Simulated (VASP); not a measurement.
Crystal: BeCdS4.

```
Be Cd S
1.0
     5.90864    0.00000    0.00000
     0.00000    5.90864    0.00000
     0.00000    0.00000    4.15910
Be Cd S
1 1 4
Direct
  0.00000 0.00000 0.45806
  0.50000 0.50000 0.58266
  0.08875 0.66221 0.41840
  0.91125 0.33779 0.41840
  0.33779 0.08875 0.41840
  0.66221 0.91125 0.41840
```

| Quantity | Value |
| --- | --- |
| Program | VASP 6.6.1 |
| Task | relaxation of cell and atoms |
| Functional | PBE |
| Potentials or basis | VASP PAW PBE potentials, release 64 (Be, Cd, S) |
| Cutoff | 600 eV |
| k mesh | 3 × 3 × 4 |
| Occupations | gaussian, width 0.2 eV |
| Spin | no spin polarisation |

At the start: pressure -1.5 GPa; volume 24.20 Å³/atom.

Q: Where does the relaxation end?

A: Over 18 steps the energy falls by 83.8 meV/atom and the volume is 25.16 Å³/atom (+4.0 %); space group P4 (No. 75, to 0.05 Å).

Step by step:
| step | energy change (eV) | largest force (eV/Å) | pressure (GPa) | volume (Å³) |
| --- | --- | --- | --- | --- |
| 1 | 0.0000 | 1.6932 | -1.48 | 145.20 |
| 2 | -0.3948 | 0.6273 | 1.20 | 140.52 |
| 3 | -0.4052 | 0.5570 | 1.92 | 139.64 |
| 4 | -0.4506 | 0.2011 | -0.58 | 144.51 |
| 5 | -0.4570 | 0.1951 | 0.03 | 143.21 |
| 6 | -0.4646 | 0.2093 | 0.15 | 143.68 |
| 7 | -0.4793 | 0.2500 | 0.52 | 145.07 |
| 8 | -0.4747 | 0.3223 | 1.19 | 147.71 |
| 9 | -0.4830 | 0.2799 | 0.79 | 146.18 |
| 10 | -0.4872 | 0.2544 | 0.64 | 146.88 |
| 11 | -0.4957 | 0.1737 | 0.17 | 149.01 |
| 12 | -0.4950 | 0.1340 | -0.70 | 153.30 |
| 13 | -0.4984 | 0.1378 | -0.24 | 150.99 |
| 14 | -0.5002 | 0.0970 | -0.14 | 150.97 |
| 15 | -0.5012 | 0.0950 | 0.00 | 150.95 |
| 16 | -0.5012 | 0.0949 | 0.01 | 150.95 |
| 17 | -0.5017 | 0.0896 | -0.03 | 150.96 |
| 18 | -0.5027 | 0.0740 | -0.13 | 150.99 |

Final structure:
```
Be Cd S
1.0
     5.78890    0.00000    0.00000
     0.00000    5.78890    0.00000
     0.00000    0.00000    4.50554
Be Cd S
1 1 4
Cartesian
  0.0000 5.7889 2.0816
  2.8944 2.8944 2.7532
  0.6207 3.7475 1.8487
  5.1682 2.0414 1.8487
  2.0414 0.6207 1.8487
  3.7475 5.1682 1.8487
```

Caveat: the relaxation stopped at a loose force limit of 0.08 eV/Å, so its end isn't a converged minimum.
